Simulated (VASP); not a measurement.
# ZnSe (zincblende type) (F-43m) in VASP: notebook

ZnSe (zincblende type) is run at these levels: r2SCAN; tasks: single point.

All numbers are computed with VASP 6.6.1; they aren't measurements. Logs are shortened: lines on timing, memory, paths and dates and some standing lists are left out, and cuts for length are marked.

## Step 1: The cell of the first run

The structure is cubic, space group F-43m (No. 216). Conventional cell: a = 4.881 Å, b = 4.881 Å, c = 4.881 Å, α = 90.00°, β = 90.00°, γ = 90.00°. Zn (site symmetry -43m) has 4 Se at 2.11 Å within 2.8 Å. Within 2.8 Å of Se (site symmetry -43m) lie 4 Zn at 2.11 Å.

## Step 2: Single point, r2SCAN (14.54 Å³/atom)

POSCAR reads:

```
ZnSe
1.0
    0.0000000000      2.4406464727      2.4406464727
    2.4406464727      0.0000000000      2.4406464727
    2.4406464727      2.4406464727      0.0000000000
Zn Se
1 1
Direct
    0.0000000000      0.0000000000      0.0000000000
    0.2500000000      0.2500000000      0.2500000000
```

INCAR.step1 reads:

```
SYSTEM = ZnSe
ALGO = Normal
EDIFF = 1E-5
ENCUT = 550
GGA = PE
GGA_COMPAT = .FALSE.
ISMEAR = -1
LASPH = .TRUE.
LCHARG = .FALSE.
LREAL = .FALSE.
LWAVE = .TRUE.
NBANDS = 16
NELM = 120
PREC = Accurate
SIGMA = 0.05
```

INCAR.step2 reads:

```
SYSTEM = ZnSe
ALGO = Normal
EDIFF = 1E-6
ENCUT = 550
GGA_COMPAT = .FALSE.
ISIF = 2
ISMEAR = -1
ISTART = 1
LASPH = .TRUE.
LCHARG = .TRUE.
LELF = .TRUE.
LMIXTAU = .TRUE.
LREAL = .FALSE.
LVHAR = .TRUE.
LWAVE = .FALSE.
METAGGA = R2SCAN
NBANDS = 16
NELM = 120
PREC = Accurate
SIGMA = 0.05
```

KPOINTS reads:

```
k-points
0
G
  11 11 11
  0 0 0
```

Potentials or basis: VASP PAW PBE potentials, release 64 (Zn, Se).

On the command line:

```bash
$ cat potpaw_PBE.64/Zn/POTCAR potpaw_PBE.64/Se/POTCAR > POTCAR
$ cp INCAR.step1 INCAR
$ mpirun -np 1 vasp_std > vasp.out
$ cp INCAR.step2 INCAR
$ mpirun -np 1 vasp_std > vasp.out
```

OUTCAR:

```text
SYSTEM = ZnSe
   EDIFF = 1E-6
   ENCUT = 550
   ISIF = 2
   ISMEAR = -1
   ISTART = 1
   LASPH = .TRUE.
   LREAL = .FALSE.
   METAGGA = R2SCAN
   NELM = 120
   PREC = Accurate

 ion  position               nearest neighbor table
   1  0.000  0.000  0.000-   2 2.11   2 2.11   2 2.11   2 2.11
   2  0.250  0.250  0.250-   1 2.11   1 2.11   1 2.11   1 2.11

  LATTYP: Found a face centered cubic cell.
 ALAT       =     4.8812929454

  Lattice vectors:

 A1 = (   0.0000000000,   2.4406464727,   2.4406464727)
 A2 = (   2.4406464727,   0.0000000000,   2.4406464727)
 A3 = (   2.4406464727,   2.4406464727,   0.0000000000)

Analysis of symmetry for initial positions (statically):
=====================================================================
 Subroutine PRICEL returns:
 Original cell was already a primitive cell.

 Routine SETGRP: Setting up the symmetry group for a
 face centered cubic supercell.

 Subroutine GETGRP returns: Found 24 space group operations
 (whereof 24 operations were pure point group operations)
 out of a pool of 48 trial point group operations.

The static configuration has the point symmetry T_d .

Analysis of symmetry for dynamics (positions and initial velocities):
=====================================================================
 Subroutine PRICEL returns:
 Original cell was already a primitive cell.

 Routine SETGRP: Setting up the symmetry group for a
 face centered cubic supercell.

 Subroutine GETGRP returns: Found 24 space group operations
 (whereof 24 operations were pure point group operations)
 out of a pool of 48 trial point group operations.

The dynamic configuration has the point symmetry T_d .

 Subroutine INISYM returns: Found 24 space group operations
 (whereof 24 operations are pure point group operations),
 and found     1 'primitive' translations

----------------------------------------------------------------------------------------

                                     Primitive cell

  volume of cell :      29.0767

  direct lattice vectors                    reciprocal lattice vectors
     0.000000000  2.440646473  2.440646473    -0.204863755  0.204863755  0.204863755
     2.440646473  0.000000000  2.440646473     0.204863755 -0.204863755  0.204863755
     2.440646473  2.440646473  0.000000000     0.204863755  0.204863755 -0.204863755

  length of vectors
     3.451595343  3.451595343  3.451595343     0.354834432  0.354834432  0.354834432

  position of ions in fractional coordinates (direct lattice)
     0.000000000  0.000000000  0.000000000
     0.250000000  0.250000000  0.250000000

  ion indices of the primitive-cell ions
   primitive index   ion index
                 1           1
                 2           2

----------------------------------------------------------------------------------------

 KPOINTS: k-points

Automatic generation of k-mesh.
 Grid dimensions read from file:
 generate k-points for:   11   11   11

 Generating k-lattice:

  Cartesian coordinates                     Fractional coordinates (reciprocal lattice)
    -0.018623978  0.018623978  0.018623978     0.090909091  0.000000000  0.000000000
     0.018623978 -0.018623978  0.018623978     0.000000000  0.090909091  0.000000000
     0.018623978  0.018623978 -0.018623978     0.000000000  0.000000000  0.090909091

  Length of vectors
     0.032257676  0.032257676  0.032257676

  Shift w.r.t. Gamma in fractional coordinates (k-lattice)
     0.000000000  0.000000000  0.000000000

 Subroutine IBZKPT returns following result:
 ===========================================

 Found     56 irreducible k-points:

 Following reciprocal coordinates:
            Coordinates               Weight
  0.000000  0.000000  0.000000      1.000000
  0.090909  0.000000  0.000000      8.000000
  0.181818  0.000000  0.000000      8.000000
  0.272727  0.000000  0.000000      8.000000
  0.363636  0.000000  0.000000      8.000000
  0.454545  0.000000  0.000000      8.000000
[... 16 lines left out ...]
 -0.272727  0.181818  0.000000     24.000000
 -0.181818  0.181818  0.000000     12.000000
 [... further k-points ...]
   k-points           NKPTS =     56   k-points in BZ     NKDIM =     56   number of bands    NBANDS=     16
   number of dos      NEDOS =    301   number of ions     NIONS =      2
   total plane-waves  NPLWV =  21952
   dimension x,y,z NGX =    28 NGY =   28 NGZ =   28
   dimension x,y,z NGXF=    56 NGYF=   56 NGZF=   56
   ions per type =               1   1
   NGX,Y,Z   is equivalent  to a cutoff of  13.49, 13.49, 13.49 a.u.
   NGXF,Y,Z  is equivalent  to a cutoff of  26.97, 26.97, 26.97 a.u.
 SYSTEM =  ZnSe
   PREC   = accura    normal or accurate (medium, high low for compatibility)
   ISTART =      1    job   : 0-new  1-cont  2-samecut
   ICHARG =      0    charge: 1-file 2-atom 10-const
   ISPIN  =      1    spin polarized calculation?
   LNONCOLLINEAR =      F non collinear calculations
   LSORBIT =      F    spin-orbit coupling
   LASPH  =      T    aspherical Exc in radial PAW
   ENCUT  =  550.0 eV  40.42 Ry    6.36 a.u.   6.60  6.60  6.60*2*pi/ulx,y,z
   NELM   =    120;   NELMIN=  2; NELMDL=  0     # of ELM steps
   EDIFF  = 0.1E-05   stopping-criterion for ELM
   LREAL  =      F    real-space projection
   EDIFFG = 0.1E-04   stopping-criterion for IOM
   NSW    =      0    number of steps for IOM
   IBRION =     -1    ionic relax: 0-MD 1-quasi-New 2-CG
   NFREE  =      0    steps in history (QN), initial steepest desc. (CG)
   ISIF   =      2    stress and relaxation
   ISYM   =      2    0-nonsym 1-usesym 2-fastsym
   POTIM  = 0.5000    time-step for ionic-motion
   TEBEG  =    0.0;   TEEND  =   0.0 temperature during run
   PSTRESS=    0.0 pullay stress
   NELECT =      18.0000    total number of electrons
   NUPDOWN=      -1.0000    fix difference up-down
   EMIN   =  10.00;   EMAX   =-10.00  energy-range for DOS
   EFERMI =   0.00;   METHOD = LEGACY
   ISMEAR =    -1;   SIGMA  =   0.05  broadening in eV -4-tet -1-fermi 0-gaus
   EFERMI_NEDOS =   21; number of points for ismear=-14 and -15
   IALGO  =     38    algorithm
   IMIX   =      4    mixing-type and parameters
     AMIX     =   0.40;   BMIX     =  1.00
     AMIX_MAG =   1.60;   BMIX_MAG =  1.00
  volume/ion in A,a.u.               =      14.54        98.11
[... 36 lines left out ...]
      3      -3.1628      2.00000
      4      -3.1628      2.00000
      5      -2.1965      2.00000
      6      -2.1965      2.00000
[... 8 lines left out ...]
     15      19.2424      0.00000
     16      19.2424      0.00000

 k-point     2 :       0.0909    0.0000    0.0000
  band No.  band energies     occupation
      1     -11.3995      2.00000
      2      -3.1825      2.00000
      3      -3.1413      2.00000
      4      -3.1413      2.00000
      5      -2.2004      2.00000
      6      -2.2004      2.00000
[... 8 lines left out ...]
     15      18.3402      0.00000
     16      19.3030      0.00000

 k-point     3 :       0.1818    0.0000    0.0000
  band No.  band energies     occupation
      1     -11.0724      2.00000
      2      -3.2256      2.00000
      3      -3.0865      2.00000
      4      -3.0865      2.00000
      5      -2.2055      2.00000
      6      -2.2055      2.00000
[... 8 lines left out ...]
     15      17.5985      0.00000
     16      18.9977      0.00000

 k-point     4 :       0.2727    0.0000    0.0000
  band No.  band energies     occupation
      1     -10.5872      2.00000
      2      -3.2465      2.00000
      3      -3.0239      2.00000
      4      -3.0239      2.00000
      5      -2.1974      2.00000
      6      -2.1974      2.00000
[... 8 lines left out ...]
     15      17.9839      0.00000
     16      18.6576      0.00000

 k-point     5 :       0.3636    0.0000    0.0000
  band No.  band energies     occupation
      1     -10.0615      2.00000
      2      -3.1730      2.00000
      3      -2.9789      2.00000
      4      -2.9789      2.00000
      5      -2.1710      2.00000
      6      -2.1710      2.00000
[... 8 lines left out ...]
     15      19.4607      0.00000
     16      19.5909      0.00000

 k-point     6 :       0.4545    0.0000    0.0000
  band No.  band energies     occupation
      1      -9.6961      2.00000
      2      -2.9591      2.00000
      3      -2.9591      2.00000
      4      -2.9545      2.00000
      5      -2.1451      2.00000
      6      -2.1451      2.00000
[... 8 lines left out ...]
     15      21.4375      0.00000
     16      21.4375      0.00000

 k-point     7 :       0.0909    0.0909    0.0000
  band No.  band energies     occupation
      1     -11.3613      2.00000
      2      -3.2030      2.00000
      3      -3.1264      2.00000
      4      -3.1264      2.00000
      5      -2.2189      2.00000
      6      -2.1853      2.00000
[... 8 lines left out ...]
     15      19.3859      0.00000
     16      19.8577      0.00000

 k-point     8 :       0.1818    0.0909    0.0000
  band No.  band energies     occupation
      1     -11.1046      2.00000
      2      -3.2468      2.00000
      3      -3.0791      2.00000
      4      -3.0739      2.00000
      5      -2.2386      2.00000
      6      -2.1766      2.00000
[... 8 lines left out ...]
     15      18.9152      0.00000
     16      20.2611      0.00000

 k-point     9 :       0.2727    0.0909    0.0000
  band No.  band energies     occupation
      1     -10.6698      2.00000
      2      -3.2758      2.00000
      3      -3.0200      2.00000
      4      -3.0074      2.00000
      5      -2.2416      2.00000
      6      -2.1655      2.00000
[... 8 lines left out ...]
     15      18.9780      0.00000
     16      19.6338      0.00000
[... 172 lines left out ...]
 k-point    19 :       0.3636    0.1818    0.0000
  band No.  band energies     occupation
      1     -10.0819      2.00000
      2      -3.3492      2.00000
      3      -2.8864      2.00000
      4      -2.8760      2.00000
      5      -2.2420      2.00000
      6      -2.1227      2.00000
[... 8 lines left out ...]
     15      20.9510      0.00000
     16      21.5869      0.00000

 k-point    20 :       0.4545    0.1818    0.0000
  band No.  band energies     occupation
      1      -9.6357      2.00000
      2      -3.2256      2.00000
      3      -2.8404      2.00000
      4      -2.8125      2.00000
      5      -2.1268      2.00000
      6      -2.1205      2.00000
[... 8 lines left out ...]
     15      22.3774      0.00000
     16      22.7017      0.00000

 k-point    21 :      -0.4545    0.1818    0.0000
  band No.  band energies     occupation
      1      -9.4136      2.00000
      2      -3.0791      2.00000
      3      -2.8365      2.00000
      4      -2.6577      2.00000
      5      -2.1485      2.00000
      6      -1.9221      2.00000
[... 8 lines left out ...]
     15      21.0360      0.00000
     16      22.2242      0.00000

 k-point    22 :      -0.3636    0.1818    0.0000
  band No.  band energies     occupation
      1      -9.5406      2.00000
      2      -3.0199      2.00000
      3      -2.8603      2.00000
      4      -2.8345      2.00000
      5      -2.2007      2.00000
      6      -2.0895      2.00000
[... 8 lines left out ...]
     15      20.1867      0.00000
     16      21.9163      0.00000

 k-point    23 :      -0.2727    0.1818    0.0000
  band No.  band energies     occupation
      1      -9.9411      2.00000
      2      -3.1264      2.00000
      3      -2.9929      2.00000
      4      -2.9123      2.00000
      5      -2.2449      2.00000
      6      -2.1099      2.00000
[... 8 lines left out ...]
     15      21.1591      0.00000
     16      23.2653      0.00000

 k-point    24 :      -0.1818    0.1818    0.0000
  band No.  band energies     occupation
      1     -10.4245      2.00000
      2      -3.2408      2.00000
      3      -3.0024      2.00000
      4      -2.9849      2.00000
      5      -2.2557      2.00000
      6      -2.1410      2.00000
[... 8 lines left out ...]
     15      20.7112      0.00000
     16      22.1655      0.00000

 [... further k-points ...]

------------------------ aborting loop because EDIFF is reached ----------------------------------------

  FORCE on cell =-STRESS in cart. coord.  units (eV):
  Direction    XX          YY          ZZ          XY          YZ          ZX
  --------------------------------------------------------------------------------------
  -------------------------------------------------------------------------------------
  Total       14.5220792     14.5220792     14.5220792      0.0000000      0.0000000      0.0000000
  in kB      800.1930205    800.1930205    800.1930205      0.0000000      0.0000000      0.0000000
  external PRESSURE =     800.1930205 kB  Pullay stress =       0.0000000 kB

 VOLUME and BASIS-vectors are now :
 -----------------------------------------------------------------------------
  energy-cutoff  :      550.00
  volume of cell :       29.08
      direct lattice vectors                 reciprocal lattice vectors
     0.000000000  2.440646473  2.440646473    -0.204863755  0.204863755  0.204863755
     2.440646473  0.000000000  2.440646473     0.204863755 -0.204863755  0.204863755
     2.440646473  2.440646473  0.000000000     0.204863755  0.204863755 -0.204863755

 POSITION                                       TOTAL-FORCE (eV/Angst)
 -----------------------------------------------------------------------------------
      0.00000      0.00000      0.00000         0.000000      0.000000     -0.000000
      1.22032      1.22032      1.22032        -0.000000     -0.000000      0.000000
 -----------------------------------------------------------------------------------
    total drift:                                0.000002      0.000002      0.000002

  FREE ENERGIE OF THE ION-ELECTRON SYSTEM (eV)
  ---------------------------------------------------
  free  energy   TOTEN  =       -22.1860523680 eV

  energy  without entropy=      -22.1860523680  energy(sigma->0) =      -22.18605237
```

Wall time 58 s (1 thread of Intel Xeon 6975P-C (Granite Rapids), shared host); peak memory 0.18 GiB.

What came out:

```yaml
Free_energy: -22.1861 eV
Pressure: 80.0 GPa
Band_gap_on_the_k_mesh: 1.98 eV (least direct gap 4.06 eV)
```

Caveat: the cell stands under pressure; the PAW data sets were made with another functional, which shifts forces and pressure a little; an odd mesh through Γ misses points on the zone boundary, where band edges can lie.

## Step 3: Single point, r2SCAN (16.36 Å³/atom)

This run uses another cell than the first one, of 16.36 Å³/atom.

POSCAR reads:

```
ZnSe
1.0
    0.0000000000      2.5383746228      2.5383746228
    2.5383746228      0.0000000000      2.5383746228
    2.5383746228      2.5383746228      0.0000000000
Zn Se
1 1
Direct
    0.0000000000      0.0000000000      0.0000000000
    0.2500000000      0.2500000000      0.2500000000
```

INCAR.step1 reads:

```
PREC = Accurate ; ENCUT = 550
ISMEAR = -1 ; SIGMA = 0.05
LREAL = False ; LASPH = True
NELM = 120 ; NBANDS = 16
GGA = PE ; ALGO = Normal
EDIFF = 1E-5 ; LWAVE = True
LCHARG = False ; GGA_COMPAT = False
```

INCAR.step2 reads:

```
PREC = Accurate ; ENCUT = 550
EDIFF = 1E-6 ; ISMEAR = -1
SIGMA = 0.05 ; LREAL = False
LASPH = True ; NELM = 120
ALGO = Normal ; ISIF = 2
LWAVE = False ; LCHARG = False
METAGGA = R2SCAN ; LMIXTAU = True
NBANDS = 16 ; ISTART = 1
GGA_COMPAT = False
```

KPOINTS reads:

```
Automatic mesh
0
Gamma
  11 11 11
```

Potentials or basis: VASP PAW PBE potentials, release 64 (Zn, Se).

On the command line:

```bash
$ cat potpaw_PBE.64/Zn/POTCAR potpaw_PBE.64/Se/POTCAR > POTCAR
$ cp INCAR.step1 INCAR
$ mpirun -np 1 vasp_std > vasp.out
$ cp INCAR.step2 INCAR
$ mpirun -np 1 vasp_std > vasp.out
```

Wall time 56 s (1 thread of Intel Xeon 6975P-C (Granite Rapids), shared host); peak memory 0.18 GiB.

The run converged. Its results:

| Quantity | Value |
| --- | --- |
| Free energy | -23.5740 eV |
| Pressure | 45.3 GPa |
| Band gap on the k mesh | 2.42 eV (least direct gap 3.45 eV) |

Levels at points of the mesh, in eV from the valence-band top:
```
           k point  band 7  band 8  band 9  band 10  band 11  band 12
(0.00, 0.00, 0.00)    0.00    0.00    0.00     3.45     5.95     5.95
```

Caveat: the cell stands under pressure; the PAW data sets were made with another functional, which shifts forces and pressure a little; an odd mesh through Γ misses points on the zone boundary, where band edges can lie.

## Step 4: Single point, r2SCAN (18.17 Å³/atom)

This run uses another cell than the first one, of 18.17 Å³/atom.

POSCAR reads:

```
ZnSe
1.0
    0.0000000000      2.6291067134      2.6291067134
    2.6291067134      0.0000000000      2.6291067134
    2.6291067134      2.6291067134      0.0000000000
Zn Se
1 1
Direct
    0.0000000000      0.0000000000      0.0000000000
    0.2500000000      0.2500000000      0.2500000000
```

INCAR.step1 reads:

```
PREC = Accurate ; ENCUT = 550
ISMEAR = -1 ; SIGMA = 0.05
LREAL = F ; LASPH = T
NELM = 120 ; NBANDS = 16
GGA = PE ; ALGO = Normal
EDIFF = 1E-5 ; LWAVE = T
LCHARG = F ; GGA_COMPAT = F
```

INCAR.step2 reads:

```
PREC = Accurate ; ENCUT = 550
EDIFF = 1E-6 ; ISMEAR = -1
SIGMA = 0.05 ; LREAL = F
LASPH = T ; NELM = 120
ALGO = Normal ; ISIF = 2
LWAVE = F ; LCHARG = F
METAGGA = R2SCAN ; LMIXTAU = T
NBANDS = 16 ; ISTART = 1
GGA_COMPAT = F
```

KPOINTS reads:

```
regular mesh
0
Gamma
  11 11 11
```

On the command line:

```bash
$ cat potpaw_PBE.64/Zn/POTCAR potpaw_PBE.64/Se/POTCAR > POTCAR
$ cp INCAR.step1 INCAR
$ mpirun -np 1 vasp_std > vasp.out
$ cp INCAR.step2 INCAR
$ mpirun -np 1 vasp_std > vasp.out
```

It took 62 s on 1 thread of Intel Xeon 6975P-C (Granite Rapids), shared host; peak memory 0.18 GiB.

The run converged. Its results:

```
Free energy            : -24.3440 eV
Pressure               : 24.3 GPa
Band gap on the k mesh : 2.78 eV (least direct gap 2.92 eV)
```

Levels at points of the mesh, in eV from the valence-band top:
```
           k point  band 7  band 8  band 9  band 10  band 11  band 12
(0.00, 0.00, 0.00)    0.00    0.00    0.00     2.92     6.12     6.12
```

Caveat: the cell stands under pressure; the PAW data sets were made with another functional, which shifts forces and pressure a little; an odd mesh through Γ misses points on the zone boundary, where band edges can lie.

## Step 5: The runs side by side

| cell | gap on the mesh (eV) | pressure (GPa) |
| --- | --- | --- |
| a = 3.452 Å, angles 60.0°, 2 atoms | 1.98 | 80.0 |
| a = 3.590 Å, angles 60.0°, 2 atoms | 2.42 | 45.3 |
| a = 3.718 Å, angles 60.0°, 2 atoms | 2.78 | 24.3 |

Alike in all rows: task single point; level r2SCAN; potentials or basis VASP PAW PBE potentials, release 64 (Zn, Se); no spin polarisation; k mesh 11 × 11 × 11; cutoff (eV) 550; smearing fermi-dirac 0.05 eV.

Caveats: the cell stands under pressure; the PAW data sets were made with another functional, which shifts forces and pressure a little; an odd mesh through Γ misses points on the zone boundary, where band edges can lie.

Absolute energies hang on the potentials; compare differences alone.
